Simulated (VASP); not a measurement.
# CuGe4 in VASP: further runs

Runs on CuGe4. Level: PBE. Tasks: single point.

Program: VASP 6.6.1. These are calculated values, not measurements. Logs are shortened: lines on timing, memory, paths and dates and some standing lists are left out, and cuts for length are marked.

## (1) The cell of the first run

The cell holds a slab with vacuum, 5 atoms: a = 4.074 Å, b = 4.074 Å, c = 19.856 Å, α = 90.00°, β = 90.00°, γ = 90.00°.

## (2) Single point, PBE

Input file INCAR:

```
ALGO = Normal ; DIPOL = 0.5 0.5 0.351
EDIFF = 1E-6 ; ENCUT = 520
GGA = PE ; IDIPOL = 3
ISIF = 2 ; ISMEAR = 0
LASPH = T ; LCHARG = F
LDIPOL = T ; LREAL = F
LWAVE = F ; NBANDS = 42
NELM = 60 ; PREC = Accurate
SIGMA = 0.1
```

Input file KPOINTS:

```
k-points
0
Gamma
  7 7 1
```

Input file POSCAR:

```
CuGe4
1.0
    4.0740542205      0.0000000000      0.0000000000
    0.0000000000      4.0740542205      0.0000000000
    0.0000000000      0.0000000000     19.8557568590
Ge Cu
4 1
Direct
    0.0000000000      0.5000000000      0.2014529100
    0.0000000000      0.0000000000      0.2739958855
    0.5000000000      0.0000000000      0.3493666156
    0.5000000000      0.5000000000      0.4208228837
    0.7500000000      0.7500000000      0.5075840004
```

Potentials or basis: VASP PAW PBE potentials, release 64 (Ge_d, Cu).

Command:

```sh
cat potpaw_PBE.64/Ge_d/POTCAR potpaw_PBE.64/Cu/POTCAR > POTCAR
mpirun -np 1 vasp_std > vasp.out
```

OUTCAR:

```text
EDIFF = 1E-6
   ENCUT = 520
   GGA = PE
   ISIF = 2
   ISMEAR = 0
   LASPH = T
   LREAL = F
   NELM = 60
   PREC = Accurate

 ion  position               nearest neighbor table
   1  0.000  0.500  0.201-   2 2.49   2 2.49
   2  0.000  0.000  0.274-   1 2.49   1 2.49   3 2.53   3 2.53
   3  0.500  0.000  0.349-   4 2.48   4 2.48   2 2.53   2 2.53
   4  0.500  0.500  0.421-   5 2.25   3 2.48   3 2.48
   5  0.750  0.750  0.508-   4 2.25

  LATTYP: Found a simple tetragonal cell.
 ALAT       =     4.0740542205
 C/A-ratio  =     4.8737095248

  Lattice vectors:

 A1 = (   4.0740542205,   0.0000000000,   0.0000000000)
 A2 = (   0.0000000000,   4.0740542205,   0.0000000000)
 A3 = (   0.0000000000,   0.0000000000,  19.8557568590)

Analysis of symmetry for initial positions (statically):
=====================================================================
 Subroutine PRICEL returns:
 Original cell was already a primitive cell.

 Routine SETGRP: Setting up the symmetry group for a
 simple tetragonal supercell.

 Subroutine GETGRP returns: Found  1 space group operations
 (whereof  1 operations were pure point group operations)
 out of a pool of 16 trial point group operations.

The static configuration has the point symmetry C_1 .

Analysis of symmetry for dynamics (positions and initial velocities):
=====================================================================
 Subroutine PRICEL returns:
 Original cell was already a primitive cell.

 Routine SETGRP: Setting up the symmetry group for a
 simple tetragonal supercell.

 Subroutine GETGRP returns: Found  1 space group operations
 (whereof  1 operations were pure point group operations)
 out of a pool of 16 trial point group operations.

The dynamic configuration has the point symmetry C_1 .

 Subroutine INISYM returns: Found  1 space group operations
 (whereof  1 operations are pure point group operations),
 and found     1 'primitive' translations

----------------------------------------------------------------------------------------

                                     Primitive cell

  volume of cell :     329.5642

  direct lattice vectors                    reciprocal lattice vectors
     4.074054220  0.000000000  0.000000000     0.245455742  0.000000000  0.000000000
     0.000000000  4.074054220  0.000000000     0.000000000  0.245455742  0.000000000
     0.000000000  0.000000000 19.855756859     0.000000000  0.000000000  0.050363228

  length of vectors
[... 95 lines left out ...]
   POTIM  = 0.5000    time-step for ionic-motion
   TEBEG  =    0.0;   TEEND  =   0.0 temperature during run
   PSTRESS=    0.0 pullay stress
   NELECT =      67.0000    total number of electrons
   NUPDOWN=      -1.0000    fix difference up-down
   EMIN   =  10.00;   EMAX   =-10.00  energy-range for DOS
   EFERMI =   0.00;   METHOD = LEGACY
   ISMEAR =     0;   SIGMA  =   0.10  broadening in eV -4-tet -1-fermi 0-gaus
   EFERMI_NEDOS =   21; number of points for ismear=-14 and -15
   IALGO  =     38    algorithm
   IMIX   =      4    mixing-type and parameters
     AMIX     =   0.40;   BMIX     =  1.00
     AMIX_MAG =   1.60;   BMIX_MAG =  1.00
  volume/ion in A,a.u.               =      65.91       444.80
  Fermi-wavevector in a.u.,A,eV,Ry     =   0.962616  1.819080 12.607561  0.926630
  Thomas-Fermi vector in A             =   2.092090
   LORBIT       =      0    0 simple, 1 ext, 2 COOP (PROOUT), +10 PAW based schemes
   GGA     = PE    functional components
   LHFCALC =     F    Hartree Fock is set to
   AEXX    =    0.0000 exact exchange contribution
   IVDW    =     0    specifies the selected vdW correction
   LEPSILON=     F    determine dielectric tensor
   LRPA    =     F    only Hartree local field effects (RPA)
 non-spin polarized calculation
 Gauss-broadening in eV      SIGMA  =   0.10
  energy-cutoff  :      520.00
  volume of cell :      329.56
 maximum number of plane-waves:      8917
   NGX = 15   NGY = 15   NGZ = 73

 dipolmoment           0.000000      0.000000      0.102447 electrons x Angstroem

 number of electron      66.9999926 magnetization

 dipolmoment           0.000000      0.000000     -0.107999 electrons x Angstroem

 Free energy of the ion-electron system (eV)
  ---------------------------------------------------
  ext. energy  EPLUGINS =         0.00000000
  ---------------------------------------------------
  free energy    TOTEN  =       -17.89934490 eV

  energy without entropy =      -17.88899316  energy(sigma->0) =      -17.89416903

 E-fermi :  -1.4536     XC(G=0):  -4.3660

 val. band max:       -1.5318769342   @ k =   0.4286   0.4286   0.0000
 cond. band min:      -1.4511465119   @ k =   0.2857   0.2857   0.0000
 fundamental gap:      0.0807304223
 Fermi energy:        -1.4536413001

 k-point     1 :       0.0000    0.0000    0.0000
  band No.  band energies     occupation
      1     -25.9892      2.00000
      2     -25.9732      2.00000
      3     -25.9437      2.00000
      4     -25.9337      2.00000
      5     -25.8874      2.00000
      6     -25.8328      2.00000
[... 1069 lines left out ...]
     41       3.5141      0.00000
     42       3.7906      0.00000

 [... further k-points ...]

------------------------ aborting loop because EDIFF is reached ----------------------------------------

 vacuum level on the upper side and lower side of the slab       (xc-potential included)        -0.693         0.418

  FORCE on cell =-STRESS in cart. coord.  units (eV):
  Direction    XX          YY          ZZ          XY          YZ          ZX
  --------------------------------------------------------------------------------------
  -------------------------------------------------------------------------------------
  Total       -3.0242517     -0.4672745      0.0457440      0.3189890     -0.2964408      0.7428932
  in kB      -14.7024079     -2.2716561      0.2223844      1.5507659     -1.4411480      3.6115774
  external PRESSURE =      -5.5838932 kB  Pullay stress =       0.0000000 kB

 VOLUME and BASIS-vectors are now :
 -----------------------------------------------------------------------------
  energy-cutoff  :      520.00
  volume of cell :      329.56
      direct lattice vectors                 reciprocal lattice vectors
     4.074054220  0.000000000  0.000000000     0.245455742  0.000000000  0.000000000
     0.000000000  4.074054220  0.000000000     0.000000000  0.245455742  0.000000000
     0.000000000  0.000000000 19.855756859     0.000000000  0.000000000  0.050363228

 POSITION                                       TOTAL-FORCE (eV/Angst)
 -----------------------------------------------------------------------------------
      0.00000      2.03703      4.00000        -0.070138      0.029885     -0.116568
      0.00000      0.00000      5.44040         0.125260      0.119470      0.192021
      2.03703      0.00000      6.93694        -0.075768     -0.153533     -0.078094
      2.03703      2.03703      8.35576        -0.383063      0.024755     -0.009431
      3.05554      3.05554     10.07846         0.403708     -0.020578      0.012072
 -----------------------------------------------------------------------------------
    total drift:                               -0.000029     -0.000107      0.001818

  FREE ENERGIE OF THE ION-ELECTRON SYSTEM (eV)
  ---------------------------------------------------
  free  energy   TOTEN  =       -17.8993449011 eV

  energy  without entropy=      -17.8889931619  energy(sigma->0) =      -17.89416903

 vacuum level on the upper side and lower side of the slab         2.256         3.405
```

stdout:

```text
POSCAR found type information on POSCAR GeCu
 POSCAR found :  2 types and       5 ions
 scaLAPACK will be used
 LDA part: xc-table for (Slater+PW92), standard interpolation
 POSCAR, INCAR and KPOINTS ok, starting setup
 FFT: planning ... GRIDC
 FFT: planning ... GRID_SOFT
 FFT: planning ... GRID
 WAVECAR not read
 entering main loop
```

Run time: 13 min. Hardware: 1 thread of Intel Xeon 6975P-C (Granite Rapids), shared host; peak memory 0.52 GiB.

Results:

```yaml
Free_energy: -17.8993 eV
Largest_force: 0.404 eV/Å
Band_gap_on_the_k_mesh: zero (an odd number of electrons rules out a gap without spin polarisation)
```

Forces in eV/Å, atoms in the order of the input:
```
Ge  -0.070  0.030 -0.117
Ge   0.125  0.119  0.192
Ge  -0.076 -0.154 -0.078
Ge  -0.383  0.025 -0.009
Cu   0.404 -0.021  0.012
```

Levels at points of the mesh, in eV from the Fermi level:
```
           k point  band 30  band 31  band 32  band 33  band 34  band 35  band 36  band 37
(0.00, 0.00, 0.00)    -1.69    -1.52    -1.06    -0.36     1.09     1.15     1.66     1.96
```

## (3) Single point, PBE

Input file INCAR:

```
PREC     = Accurate       # precision mode
ENCUT    = 520            # plane-wave cutoff, eV
EDIFF    = 1E-7           # SCF threshold, eV
ISMEAR   = 0              # smearing method
SIGMA    = 0.1            # smearing width, eV
LREAL    = False          # projectors in reciprocal space
LASPH    = True           # aspherical terms in the spheres
NELM     = 80             # most SCF steps
ALGO     = Normal         # electronic algorithm
ISIF     = 2              # what is computed and relaxed
LWAVE    = False          # write WAVECAR
LCHARG   = True           # write CHGCAR
LDIPOL   = True         
IDIPOL   = 3            
DIPOL    = 0.5 0.5 0.355
GGA      = PE             # functional
LELF     = True           # ELF
LVHAR    = True         
LVACPOTAV= True         
NBANDS   = 42             # bands
```

Input file KPOINTS:

```
Automatic mesh
0
Gamma
  7 7 1
```

Changes to POSCAR since step 2:

```diff
@@ -12,2 +12,2 @@
     0.5000000000      0.5000000000      0.4208228837
-    0.7500000000      0.7500000000      0.5075840004
+    0.6250000000      0.6250000000      0.5285393335
```

Potentials or basis: VASP PAW PBE potentials, release 64 (Ge_d, Cu).

Command:

```sh
cat potpaw_PBE.64/Ge_d/POTCAR potpaw_PBE.64/Cu/POTCAR > POTCAR
mpirun -np 1 vasp_std > vasp.out
```

Run time: 5.6 min. Hardware: 1 thread of AMD EPYC 9R45 (Zen 5), shared host; peak memory 0.52 GiB.

The run converged. Its results:

```
Free energy            : -17.8161 eV
Largest force          : 0.243 eV/Å
Band gap on the k mesh : zero (an odd number of electrons rules out a gap without spin polarisation)
```

Forces in eV/Å, atoms in the order of the input:
```
Ge  -0.051  0.021 -0.111
Ge   0.091  0.061  0.157
Ge  -0.052 -0.102  0.152
Ge  -0.107  0.089 -0.199
Cu   0.119 -0.069  0.002
```

Levels at points of the mesh, in eV from the Fermi level:
```
           k point  band 30  band 31  band 32  band 33  band 34  band 35  band 36  band 37
(0.00, 0.00, 0.00)    -1.76    -1.59    -1.31    -0.44     0.77     1.12     1.69     1.91
```
